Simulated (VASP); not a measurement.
# NbTe8Mo3 (P-3m1) in VASP: notebook

NbTe8Mo3 is run at these levels: PBE; tasks: single point.

Everything below comes from runs of VASP 6.6.1. Logs are shortened: lines on timing, memory, paths and dates and some standing lists are left out, and cuts for length are marked.

**1. The cell of the first run**

Symmetry: P-3m1, No. 164, trigonal system. Conventional cell: a = 3.558 Å, b = 3.558 Å, c = 30.455 Å, α = 90.00°, β = 90.00°, γ = 120.00°. Nb (site symmetry -3m) has 6 Te at 2.80 Å and 6 Nb at 3.56 Å within 3.7 Å. Within 3.6 Å of Te (site symmetry 3m) lie 3 Mo at 2.76 Å and 6 Te at 3.56 Å. Te (site symmetry 3m) has 3 Mo at 2.76 Å and 6 Te at 3.56 Å within 3.6 Å. Within 3.6 Å of Te (site symmetry 3m) lie 3 Mo at 2.75 Å and 6 Te at 3.56 Å. Within 3.7 Å of Te (site symmetry 3m) lie 3 Nb at 2.80 Å and 6 Te at 3.56 Å. Within 3.6 Å of Mo (site symmetry 3m) lie 6 Te at 2.75 to 2.76 Å and 6 Mo at 3.56 Å. Within 3.6 Å of Mo (site symmetry -3m) lie 6 Te at 2.76 Å and 6 Mo at 3.56 Å.

**2. Single point, PBE, collinear spin**

INCAR

```
SYSTEM = NbTe8Mo3
PREC     = Accurate       ! precision mode
ENCUT    = 520            ! plane-wave cutoff, eV
EDIFF    = 1E-6           ! SCF threshold, eV
ISMEAR   = 0              ! smearing method
SIGMA    = 0.1            ! smearing width, eV
LREAL    = .False.        ! projectors in reciprocal space
LASPH    = .True.         ! aspherical terms in the spheres
NELM     = 150            ! most SCF steps
ALGO     = Normal         ! electronic algorithm
ISIF     = 2              ! what is computed and relaxed
LWAVE    = .False.        ! write WAVECAR
LCHARG   = .True.         ! write CHGCAR
ISPIN    = 2              ! spin polarisation
MAGMOM   = 1 0 0 0 0 0 0 0 0 1 1 1 ! initial moments
LORBIT   = 11             ! projections on sites
LMAXMIX  = 4              ! l up to which the mixer works
GGA      = PE             ! functional
LELF     = .True.         ! ELF
LVHAR    = .True.       
NBANDS   = 68             ! bands
```

KPOINTS

```
regular mesh
0
Gamma
  6 6 1
  0 0 0
```

POSCAR

```
NbTe8Mo3
1.0
    3.5584073124      0.0000000000      0.0000000000
   -1.7792036562      3.0816711295      0.0000000000
    0.0000000000      0.0000000000     30.4554537016
Nb Te Mo
1 8 3
Direct
    0.0000000000      0.0000000000      0.0000000000
    0.6666666667      0.3333333333      0.1887146214
    0.6666666667      0.3333333333      0.4397024813
    0.6666666667      0.3333333333      0.6907123583
    0.6666666667      0.3333333333      0.9376376724
    0.3333333333      0.6666666667      0.0623623276
    0.3333333333      0.6666666667      0.3092876417
    0.3333333333      0.6666666667      0.5602975187
    0.3333333333      0.6666666667      0.8112853786
    0.0000000000      0.0000000000      0.2490434221
    0.0000000000      0.0000000000      0.5000000000
    0.0000000000      0.0000000000      0.7509565779
```

Potentials or basis: VASP PAW PBE potentials, release 64 (Nb_sv, Te, Mo_sv).

Launch:

```
$ cat potpaw_PBE.64/Nb_sv/POTCAR potpaw_PBE.64/Te/POTCAR potpaw_PBE.64/Mo_sv/POTCAR > POTCAR
$ mpirun -np 1 vasp_std > vasp.out
```

OUTCAR:

```text
SYSTEM = NbTe8Mo3
   PREC = Accurate
   ENCUT = 520
   EDIFF = 1E-6
   ISMEAR = 0
   LREAL = .False.
   LASPH = .True.
   NELM = 150
   ISIF = 2
   ISPIN = 2
   LORBIT = 11
   GGA = PE

 ion  position               nearest neighbor table
   1  0.000  0.000  0.000-   5 2.80   6 2.80   6 2.80   5 2.80   5 2.80   6 2.80
   2  0.667  0.333  0.189-  10 2.76  10 2.76  10 2.76
   3  0.667  0.333  0.440-  11 2.76  11 2.76  11 2.76
   4  0.667  0.333  0.691-  12 2.75  12 2.75  12 2.75
   5  0.667  0.333  0.938-   1 2.80   1 2.80   1 2.80
   6  0.333  0.667  0.062-   1 2.80   1 2.80   1 2.80
   7  0.333  0.667  0.309-  10 2.75  10 2.75  10 2.75
   8  0.333  0.667  0.560-  11 2.76  11 2.76  11 2.76
   9  0.333  0.667  0.811-  12 2.76  12 2.76  12 2.76
  10  0.000  0.000  0.249-   7 2.75   7 2.75   7 2.75   2 2.76   2 2.76   2 2.76
  11  0.000  0.000  0.500-   3 2.76   8 2.76   8 2.76   3 2.76   3 2.76   8 2.76
  12  0.000  0.000  0.751-   4 2.75   4 2.75   4 2.75   9 2.76   9 2.76   9 2.76

  LATTYP: Found a hexagonal cell.
 ALAT       =     3.5584073124
 C/A-ratio  =     8.5587317662

  Lattice vectors:

 A1 = (   3.5584073124,   0.0000000000,   0.0000000000)
 A2 = (  -1.7792036562,   3.0816711295,   0.0000000000)
 A3 = (   0.0000000000,   0.0000000000,  30.4554537016)

Analysis of symmetry for initial positions (statically):
=====================================================================
 Subroutine PRICEL returns:
 Original cell was already a primitive cell.

 Routine SETGRP: Setting up the symmetry group for a
 hexagonal supercell.

 Subroutine GETGRP returns: Found 12 space group operations
 (whereof 12 operations were pure point group operations)
 out of a pool of 24 trial point group operations.

The static configuration has the point symmetry D_3d.

Analysis of symmetry for dynamics (positions and initial velocities):
=====================================================================
 Subroutine PRICEL returns:
 Original cell was already a primitive cell.

 Routine SETGRP: Setting up the symmetry group for a
 hexagonal supercell.

 Subroutine GETGRP returns: Found 12 space group operations
 (whereof 12 operations were pure point group operations)
 out of a pool of 24 trial point group operations.

The dynamic configuration has the point symmetry D_3d.

Analysis of structural, dynamic, and magnetic symmetry:
=====================================================================
 Subroutine PRICEL returns:
 Original cell was already a primitive cell.

 Routine SETGRP: Setting up the symmetry group for a
 hexagonal supercell.

 Subroutine GETGRP returns: Found 12 space group operations
 (whereof 12 operations were pure point group operations)
 out of a pool of 24 trial point group operations.

The overall configuration has the point symmetry D_3d.

 Subroutine INISYM returns: Found 12 space group operations
 (whereof 12 operations are pure point group operations),
 and found     1 'primitive' translations

----------------------------------------------------------------------------------------

                                     Primitive cell

  volume of cell :     333.9697

  direct lattice vectors                    reciprocal lattice vectors
     3.558407312  0.000000000  0.000000000     0.281024602  0.162249630  0.000000000
    -1.779203656  3.081671130  0.000000000     0.000000000  0.324499260  0.000000000
     0.000000000  0.000000000 30.455453702     0.000000000  0.000000000  0.032834842

  length of vectors
     3.558407312  3.558407312 30.455453702     0.324499260  0.324499260  0.032834842

  position of ions in fractional coordinates (direct lattice)
     0.000000000  0.000000000  0.000000000
     0.666666667  0.333333333  0.188714621
     0.666666667  0.333333333  0.439702481
     0.666666667  0.333333333  0.690712358
     0.666666667  0.333333333  0.937637672
     0.333333333  0.666666667  0.062362328
     0.333333333  0.666666667  0.309287642
     0.333333333  0.666666667  0.560297519
     0.333333333  0.666666667  0.811285379
     0.000000000  0.000000000  0.249043422
     0.000000000  0.000000000  0.500000000
     0.000000000  0.000000000  0.750956578

  ion indices of the primitive-cell ions
   primitive index   ion index
                 1           1
                 2           2
                 3           3
[... 41 lines left out ...]
  0.500000 -0.000000  0.000000      3.000000
  0.166667  0.166667  0.000000      6.000000
  0.333333  0.166667  0.000000     12.000000
  0.333333  0.333333  0.000000      2.000000
   k-points           NKPTS =      7   k-points in BZ     NKDIM =      7   number of bands    NBANDS=     68
   number of dos      NEDOS =    301   number of ions     NIONS =     12
   total plane-waves  NPLWV = 188160
   dimension x,y,z NGX =    28 NGY =   28 NGZ =  240
   dimension x,y,z NGXF=    56 NGYF=   56 NGZF=  480
   ions per type =               1   8   3
   NGX,Y,Z   is equivalent  to a cutoff of  13.08, 13.08, 13.10 a.u.
   NGXF,Y,Z  is equivalent  to a cutoff of  26.16, 26.16, 26.20 a.u.
 SYSTEM =  NbTe8Mo3
   PREC   = accura    normal or accurate (medium, high low for compatibility)
   ISTART =      0    job   : 0-new  1-cont  2-samecut
   ICHARG =      2    charge: 1-file 2-atom 10-const
   ISPIN  =      2    spin polarized calculation?
   LNONCOLLINEAR =      F non collinear calculations
   LSORBIT =      F    spin-orbit coupling
   LASPH  =      T    aspherical Exc in radial PAW
   ENCUT  =  520.0 eV  38.22 Ry    6.18 a.u.   6.62  6.62 56.63*2*pi/ulx,y,z
   NELM   =    150;   NELMIN=  2; NELMDL= -5     # of ELM steps
   EDIFF  = 0.1E-05   stopping-criterion for ELM
   LREAL  =      F    real-space projection
   EDIFFG = 0.1E-04   stopping-criterion for IOM
   NSW    =      0    number of steps for IOM
   IBRION =     -1    ionic relax: 0-MD 1-quasi-New 2-CG
   NFREE  =      0    steps in history (QN), initial steepest desc. (CG)
   ISIF   =      2    stress and relaxation
   ISYM   =      2    0-nonsym 1-usesym 2-fastsym
   POTIM  = 0.5000    time-step for ionic-motion
   TEBEG  =    0.0;   TEEND  =   0.0 temperature during run
   PSTRESS=    0.0 pullay stress
   NELECT =     103.0000    total number of electrons
   NUPDOWN=      -1.0000    fix difference up-down
   EMIN   =  10.00;   EMAX   =-10.00  energy-range for DOS
   EFERMI =   0.00;   METHOD = LEGACY
   ISMEAR =     0;   SIGMA  =   0.10  broadening in eV -4-tet -1-fermi 0-gaus
   EFERMI_NEDOS =   21; number of points for ismear=-14 and -15
   IALGO  =     38    algorithm
   IMIX   =      4    mixing-type and parameters
     AMIX     =   0.40;   BMIX     =  1.00
     AMIX_MAG =   1.60;   BMIX_MAG =  1.00
  volume/ion in A,a.u.               =      27.83       187.81
  Fermi-wavevector in a.u.,A,eV,Ry     =   1.106076  2.090180 16.645418  1.223404
  Thomas-Fermi vector in A             =   2.242572
   LORBIT       =     11    0 simple, 1 ext, 2 COOP (PROOUT), +10 PAW based schemes
   GGA     = PE    functional components
   LHFCALC =     F    Hartree Fock is set to
   AEXX    =    0.0000 exact exchange contribution
   IVDW    =     0    specifies the selected vdW correction
   LEPSILON=     F    determine dielectric tensor
   LRPA    =     F    only Hartree local field effects (RPA)
 spin polarized calculation
 Gauss-broadening in eV      SIGMA  =   0.10
  energy-cutoff  :      520.00
  volume of cell :      333.97
 maximum number of plane-waves:      9089
 NGX is ok and might be reduce to    28
   NGX = 13   NGY = 13   NGZ =113

 number of electron     102.9999993 magnetization       0.0000131

 number of electron     102.9999993 magnetization      -0.0000723

 Free energy of the ion-electron system (eV)
  ---------------------------------------------------
  ext. energy  EPLUGINS =         0.00000000
  ---------------------------------------------------
  free energy    TOTEN  =       -70.30385295 eV

  energy without entropy =      -70.27136005  energy(sigma->0) =      -70.28760650

 E-fermi :   7.4284     XC(G=0):  -9.8166

 val. band max:        7.4081383002   @ k =   0.3333   0.3333   0.0000
 cond. band min:       7.4972386396   @ k =   0.1667   0.1667   0.0000
 fundamental gap:      0.0891003394
 Fermi energy:         7.4284207794

 spin component 1

 k-point     1 :       0.0000    0.0000    0.0000
  band No.  band energies     occupation
      1     -54.0745      1.00000
      2     -54.0649      1.00000
      3     -54.0648      1.00000
      4     -47.8717      1.00000
      5     -28.1564      1.00000
      6     -28.1466      1.00000
[... 451 lines left out ...]
     62       9.3755      0.00000
     63       9.6370      0.00000
 Fermi energy:         7.4284207794

 spin component 2

 k-point     1 :       0.0000    0.0000    0.0000
  band No.  band energies     occupation
      1     -54.0745      1.00000
      2     -54.0651      1.00000
      3     -54.0651      1.00000
      4     -47.8712      1.00000
      5     -28.1564      1.00000
      6     -28.1467      1.00000
[... 451 lines left out ...]
     62       9.3754      0.00000
     63       9.6368      0.00000
 [bands above 63 left out]

------------------------ aborting loop because EDIFF is reached ----------------------------------------

  FORCE on cell =-STRESS in cart. coord.  units (eV):
  Direction    XX          YY          ZZ          XY          YZ          ZX
  --------------------------------------------------------------------------------------
  -------------------------------------------------------------------------------------
  Total       -0.2648804     -0.2648804      0.7546373     -0.0000000      0.0000000      0.0000000
  in kB       -1.2707302     -1.2707302      3.6202770     -0.0000000      0.0000000      0.0000000
  external PRESSURE =       0.3596055 kB  Pullay stress =       0.0000000 kB

 VOLUME and BASIS-vectors are now :
 -----------------------------------------------------------------------------
  energy-cutoff  :      520.00
  volume of cell :      333.97
      direct lattice vectors                 reciprocal lattice vectors
     3.558407312  0.000000000  0.000000000     0.281024602  0.162249630  0.000000000
    -1.779203656  3.081671130  0.000000000     0.000000000  0.324499260  0.000000000
     0.000000000  0.000000000 30.455453702     0.000000000  0.000000000  0.032834842

 POSITION                                       TOTAL-FORCE (eV/Angst)
 -----------------------------------------------------------------------------------
      0.00000      0.00000      0.00000         0.000000      0.000000     -0.000000
      1.77920      1.02722      5.74739        -0.000000     -0.000000     -0.040997
      1.77920      1.02722     13.39134        -0.000000      0.000000     -0.041441
      1.77920      1.02722     21.03596        -0.000000     -0.000000     -0.040748
      1.77920      1.02722     28.55618         0.000000      0.000000      0.001916
     -0.00000      2.05445      1.89927        -0.000000     -0.000000     -0.001916
     -0.00000      2.05445      9.41950        -0.000000      0.000000      0.040748
     -0.00000      2.05445     17.06412         0.000000     -0.000000      0.041441
     -0.00000      2.05445     24.70806         0.000000      0.000000      0.040997
      0.00000      0.00000      7.58473         0.000000      0.000000     -0.001224
      0.00000      0.00000     15.22773         0.000000      0.000000     -0.000000
      0.00000      0.00000     22.87072        -0.000000     -0.000000      0.001224
 -----------------------------------------------------------------------------------
    total drift:                               -0.000000     -0.000000      0.000000

  FREE ENERGIE OF THE ION-ELECTRON SYSTEM (eV)
  ---------------------------------------------------
  free  energy   TOTEN  =       -70.3038529489 eV

  energy  without entropy=      -70.2713600508  energy(sigma->0) =      -70.28760650

 total charge

# of ion       s       p       d       tot
------------------------------------------
    1        2.145   6.002   2.456  10.603
    2        1.390   1.942   0.059   3.391
    3        1.388   1.947   0.058   3.393
    4        1.388   1.947   0.059   3.394
    5        1.387   1.981   0.055   3.423
    6        1.387   1.981   0.055   3.423
    7        1.388   1.947   0.059   3.394
    8        1.388   1.947   0.058   3.393
    9        1.390   1.942   0.059   3.391
   10        2.249   6.137   3.918  12.303
   11        2.248   6.136   3.919  12.303
   12        2.249   6.137   3.918  12.303
--------------------------------------------------
tot         19.996  40.047  14.671  74.714

 magnetization (x)

# of ion       s       p       d       tot
------------------------------------------
    1        0.000   0.000   0.001   0.001
    2       -0.000   0.000   0.000   0.000
    3       -0.000  -0.000  -0.000  -0.000
    4        0.000   0.000  -0.000   0.000
    5       -0.000  -0.000   0.000  -0.000
    6       -0.000  -0.000   0.000  -0.000
    7        0.000   0.000  -0.000   0.000
    8       -0.000  -0.000  -0.000  -0.000
    9       -0.000   0.000   0.000   0.000
   10       -0.000  -0.000  -0.000  -0.000
   11        0.000   0.000   0.000   0.000
   12       -0.000  -0.000  -0.000  -0.000
--------------------------------------------------
tot          0.000  -0.000   0.000   0.000
```

It took 35 min on 1 thread of Intel Xeon 8259CL, shared host; peak memory 0.75 GiB.

What came out:

* Free energy: -70.3039 eV
* Pressure: 0.0 GPa
* Largest force: 0.041 eV/Å
* Net moment: 0.00 μB per cell
* Valence electrons inside the program's atomic spheres: Nb 10.60; Te 3.39, 3.42 (each value once); Mo 12.30

Forces in eV/Å, atoms in the order of the input:
```
Nb   0.000  0.000  0.000
Te   0.000  0.000 -0.041
Te   0.000  0.000 -0.041
Te   0.000  0.000 -0.041
Te   0.000  0.000  0.002
Te   0.000  0.000 -0.002
Te   0.000  0.000  0.041
Te   0.000  0.000  0.041
Te   0.000  0.000  0.041
Mo   0.000  0.000 -0.001
Mo   0.000  0.000  0.000
Mo   0.000  0.000  0.001
```

Levels at points of the mesh, in eV from the Fermi level:
Spin up:
```tsv
k point	band 50	band 51	band 52	band 53	band 54	band 55
(0.00, 0.00, 0.00)	-0.35	0.17	0.17	1.06	1.06	1.10
(0.50, 0.00, 0.00)	-0.86	-0.83	-0.45	0.42	0.44	0.44
```
Spin down:
```
           k point  band 50  band 51  band 52  band 53  band 54  band 55
(0.00, 0.00, 0.00)    -0.35     0.17     0.17     1.06     1.06     1.10
(0.50, 0.00, 0.00)    -0.86    -0.83    -0.45     0.42     0.44     0.44
```

Caveat: spin-orbit coupling is left out, which moves the levels of the heavy elements; this functional lacks dispersion, which binds layers or chains, so the pressure and a relaxed spacing across them are unreliable.

**3. Single point, PBE**

This run uses another cell than the first one, of 28.59 Å³/atom.

INCAR

```
ALGO     = Normal         # electronic algorithm
EDIFF    = 1E-6           # SCF threshold, eV
ENCUT    = 520            # plane-wave cutoff, eV
GGA      = PE             # functional
ISIF     = 2              # what is computed and relaxed
ISMEAR   = 0              # smearing method
LASPH    = T              # aspherical terms in the spheres
LCHARG   = T              # write CHGCAR
LELF     = T              # ELF
LREAL    = F              # projectors in reciprocal space
LVHAR    = T            
LWAVE    = F              # write WAVECAR
NBANDS   = 64             # bands
NELM     = 100            # most SCF steps
PREC     = Accurate       # precision mode
SIGMA    = 0.1            # smearing width, eV
```

KPOINTS

```
k-points
0
Gamma
  12 12 2
```

POSCAR

```
NbTe8Mo3
1.0
    3.5508275076      0.0000000000      0.0000000000
   -1.7754137538      3.0751068260      0.0000000000
    0.0000000000      0.0000000000     31.4165463590
Nb Te Mo
1 8 3
Direct
    0.0000000000      0.0000000000      0.0000000000
    0.6666666667      0.3333333333      0.1949825899
    0.6666666667      0.3333333333      0.4414197289
    0.6666666667      0.3333333333      0.6878500347
    0.6666666667      0.3333333333      0.9392384031
    0.3333333333      0.6666666667      0.0607615969
    0.3333333333      0.6666666667      0.3121499653
    0.3333333333      0.6666666667      0.5585802711
    0.3333333333      0.6666666667      0.8050174101
    0.0000000000      0.0000000000      0.2535796003
    0.0000000000      0.0000000000      0.5000000000
    0.0000000000      0.0000000000      0.7464203997
```

Potentials or basis: VASP PAW PBE potentials, release 64 (Nb_sv, Te, Mo_sv).

Launch:

```
$ cat potpaw_PBE.64/Nb_sv/POTCAR potpaw_PBE.64/Te/POTCAR potpaw_PBE.64/Mo_sv/POTCAR > POTCAR
$ mpirun -np 1 vasp_std > vasp.out
```

It took 84 min on 1 thread of AMD EPYC 7R13, shared host; peak memory 0.92 GiB.

It converged, with:

| Item | Value |
| --- | --- |
| Free energy | -70.2766 eV |
| Pressure | 0.0 GPa |
| Largest force | 0.010 eV/Å |
| Band gap on the k mesh | zero (an odd number of electrons rules out a gap without spin polarisation) |

Forces in eV/Å, atoms in the order of the input:
```
Nb   0.000  0.000  0.000
Te   0.000  0.000 -0.009
Te   0.000  0.000 -0.010
Te   0.000  0.000 -0.008
Te   0.000  0.000  0.008
Te   0.000  0.000 -0.008
Te   0.000  0.000  0.008
Te   0.000  0.000  0.010
Te   0.000  0.000  0.009
Mo   0.000  0.000  0.000
Mo   0.000  0.000  0.000
Mo   0.000  0.000  0.000
```

Levels at points of the mesh, in eV from the Fermi level:
| k point | band 48 | band 49 | band 50 | band 51 | band 52 | band 53 | band 54 | band 55 | band 56 | band 57 |
| --- | --- | --- | --- | --- | --- | --- | --- | --- | --- | --- |
| (0.00, 0.00, 0.00) | -0.79 | -0.79 | -0.36 | 0.31 | 0.31 | 1.20 | 1.20 | 1.22 | 1.22 | 1.23 |
| (0.50, 0.00, 0.00) | -1.14 | -0.79 | -0.74 | -0.72 | -0.29 | 0.56 | 0.57 | 0.57 | 0.95 | 1.00 |
| (0.00, 0.00, 0.50) | -0.79 | -0.79 | -0.36 | 0.31 | 0.31 | 1.20 | 1.20 | 1.22 | 1.22 | 1.23 |
| (0.50, 0.00, 0.50) | -1.14 | -0.79 | -0.74 | -0.72 | -0.29 | 0.56 | 0.57 | 0.57 | 0.95 | 1.00 |

Caveat: spin-orbit coupling is left out, which moves the levels of the heavy elements; this functional lacks dispersion, which binds layers or chains, so the pressure and a relaxed spacing across them are unreliable; an odd number of electrons without spin polarisation forces a metal; a magnetic or distorted state may lie lower.

The gap in the log of VASP goes by the Fermi energy; the results here count the filled bands.